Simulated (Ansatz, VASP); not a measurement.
This is a calculation of TiO2 for Ansatz 0.2.0.

File input.yaml:

```yaml
crystal:
  lattice:
    - [2.6878721508, -2.6884889828, 0.0]
    - [2.6878721508, 2.6884889828, 0.0]
    - [-2.6158557627, 0.0, 4.7644438354]
  atoms:
    - { symbol: Ti, position: [0.86589, 0.13411, 0.75] }
    - { symbol: Ti, position: [0.13411, 0.86589, 0.25] }
    - { symbol: O, position: [0.088755, 0.331221, 0.167149] }
    - { symbol: O, position: [0.911245, 0.668779, 0.832851] }
    - { symbol: O, position: [0.668779, 0.911245, 0.332851] }
    - { symbol: O, position: [0.331221, 0.088755, 0.667149] }
kpoints:
  mp_grid: { grid: [8, 8, 6] }
scf:
  occupations: { method: fermi_dirac, width: 0.05 }
hamiltonian:
  xc: lda
  pseudopotentials: { kind: all_electron, lapw: { basis_error: 0.002 } }
output:
  forces: true
  stress: true
  eigenvalues: true
```

Potentials or basis: all-electron LAPW, scalar-relativistic.

Command:

```bash
$ ansatz run input.yaml --threads 4 --pin off --max-ram 12288MiB --backend cpu --events-out ev --progress --plain --runs-dir out
```

Question: Set up the same calculation for VASP 6.6.1. Potentials there: VASP PAW LDA potentials, release 64 (Ti_sv, O).

Answer: As run (the cutoff follows the program's own potentials):

INCAR

```
SYSTEM = TiO2
ALGO = Normal
EDIFF = 1E-7
ENCUT = 520
GGA = CA
ISIF = 2
ISMEAR = -1
LASPH = .True.
LCHARG = .False.
LREAL = .False.
LWAVE = .False.
NBANDS = 33
NELM = 100
PREC = Accurate
SIGMA = 0.05
```

Contents of KPOINTS:

```
k-points
0
Gamma
  8 8 6
  0 0 0
```

The input POSCAR:

```
TiO2
1.0
    2.6878721508     -2.6884889828      0.0000000000
    2.6878721508      2.6884889828      0.0000000000
   -2.6158557627      0.0000000000      4.7644438354
Ti O
2 4
Direct
    0.8658900000      0.1341100000      0.7500000000
    0.1341100000      0.8658900000      0.2500000000
    0.0887550000      0.3312210000      0.1671490000
    0.9112450000      0.6687790000      0.8328510000
    0.6687790000      0.9112450000      0.3328510000
    0.3312210000      0.0887550000      0.6671490000
```

Potentials or basis: VASP PAW LDA potentials, release 64 (Ti_sv, O).

Run with:

```console
$ cat potpaw_LDA.64/Ti_sv/POTCAR potpaw_LDA.64/O/POTCAR > POTCAR
$ mpirun -np 1 vasp_std > vasp.out
```

Both were run:

|  | VASP | Ansatz | Ansatz less VASP |
| --- | --- | --- | --- |
| gap on the k mesh at the Fermi level (eV) | 1.99 | 2.01 | +0.021 |
| least direct gap on the mesh (eV) | 2.34 | 2.36 | +0.019 |
| pressure (GPa) | -8.0 | -8.9 | -0.93 |
| traceless stress, the component that is largest in VASP (GPa) | 0.32 | 0.28 | -0.035 |
| rms of the force components (eV/Å) | 0.099 | 0.111 | +0.0116 |

LDA's correlation is that of Perdew and Zunger in VASP and of Perdew and Wang (1992) in Ansatz. Atom by atom the forces differ by 0.016 eV/Å (rms over components). Ansatz ran all-electron here, and VASP with PAW potentials.
